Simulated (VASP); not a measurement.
The system is Rh.

```
Rh
1.0
     3.80000    0.00000    0.00000
     0.00000    3.80000    0.00000
     0.00000    0.00000    3.80000
Rh
4
Direct
  0.00000 0.00000 0.00000
  0.00000 0.50000 0.50000
  0.50000 0.00000 0.50000
  0.50000 0.50000 0.00000
```

```yaml
Program: VASP 6.6.1
Task: relaxation of volume and atoms at fixed shape
Functional: PBEsol
Potentials_or_basis: VASP PAW PBE potentials, release 64 (Rh_pv)
Cutoff: 600 eV
k_mesh: 6 × 6 × 6
Occupations: fermi-dirac, width 0.05 eV
Spin: no spin polarisation
```

At the start: pressure -4.9 GPa; volume 13.72 Å³/atom.

How do energy, volume and symmetry change on relaxing?

Over 3 steps the energy falls by 3.6 meV/atom and the volume is 13.49 Å³/atom (-1.7 %); space group Fm-3m (No. 225, to 0.05 Å).

Step by step:
```tsv
step	energy change (eV)	largest force (eV/Å)	pressure (GPa)	volume (Å³)
1	0.0000	0.0000	-4.87	54.87
2	0.0868	0.0000	14.64	51.63
3	-0.0144	0.0000	-0.11	53.96
```

Final structure:
```xyz
4
Lattice="3.7788 0.0000 0.0000 0.0000 3.7788 0.0000 0.0000 0.0000 3.7788" Properties=species:S:1:pos:R:3 pbc="T T T"
Rh    0.0000    0.0000    0.0000
Rh    0.0000    1.8894    1.8894
Rh    1.8894    0.0000    1.8894
Rh    1.8894    1.8894    0.0000
```

Caveat: the PAW data sets were made with another functional, which shifts forces and pressure a little.
